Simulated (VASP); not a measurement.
Wanted: the native input for a VASP 6.6.1 run.

```
Task                   : relaxation of cell and atoms
Functional             : LDA
Potentials or basis    : VASP PAW LDA potentials, release 64 (V_sv, Si)
Cutoff                 : 600 eV
k mesh                 : 15 × 15 × 13
Occupations            : fermi-dirac, width 0.1 eV
Spin                   : no spin polarisation
Target pressure        : 79 GPa
Dipole correction      : no
Further INCAR settings : ALGO = Normal; EDIFF = 1e-06; IBRION = 2; EDIFFG = -0.005; NSW = 32; ISIF = 3
```

The structure of VSi (WC type) lies in POSCAR:

```
VSi
1.0
    2.4677966454      0.0000000000      0.0000000000
   -1.2338983228      2.1371745863      0.0000000000
    0.0000000000      0.0000000000      3.7082258934
V Si
1 1
Direct
    0.0000000000      0.0000000000      0.0000000000
    0.3333333333      0.6666666667      0.5000000000
```

One way to write it, as run:

INCAR

```
SYSTEM = VSi
PREC = Accurate
ENCUT = 600
EDIFF = 1E-6
ISMEAR = -1
SIGMA = 0.1
LREAL = .FALSE.
LASPH = .TRUE.
NELM = 100
ALGO = Normal
ISIF = 3
LWAVE = .FALSE.
LCHARG = .FALSE.
GGA = CA
IBRION = 2
NSW = 32
EDIFFG = -0.005
PSTRESS = 790.0
```

KPOINTS

```
regular mesh
0
G
  15 15 13
  0 0 0
```

Potentials or basis: VASP PAW LDA potentials, release 64 (V_sv, Si).

Command:

```console
$ cat potpaw_LDA.64/V_sv/POTCAR potpaw_LDA.64/Si/POTCAR > POTCAR
$ mpirun -np 1 vasp_std > vasp.out
```

Results of the run:

| Item | Value |
| --- | --- |
| Relaxed volume | 9.80 Å³/atom |
| Relaxed cell | a = 2.469 Å, b = 2.469 Å, c = 3.711 Å, α = 90.00°, β = 90.00°, γ = 120.00° |
| Space group after relaxing (to 0.1 Å) | P-6m2 (No. 187) |
| Energy change on relaxing (the run minimises the enthalpy) | -10.1 meV/atom |
| Ionic steps | 3 |
| Pressure after relaxing | 79.0 GPa |
| Band gap on the k mesh | zero (an odd number of electrons rules out a gap without spin polarisation) |

Caveat: the cell is relaxed towards a set pressure, so the run minimises the enthalpy, not the energy; an odd number of electrons without spin polarisation forces a metal; a magnetic or distorted state may lie lower.

It took 2.3 min on 1 thread of Intel Xeon 8259CL, on a shared host, peak memory 0.18 GiB.
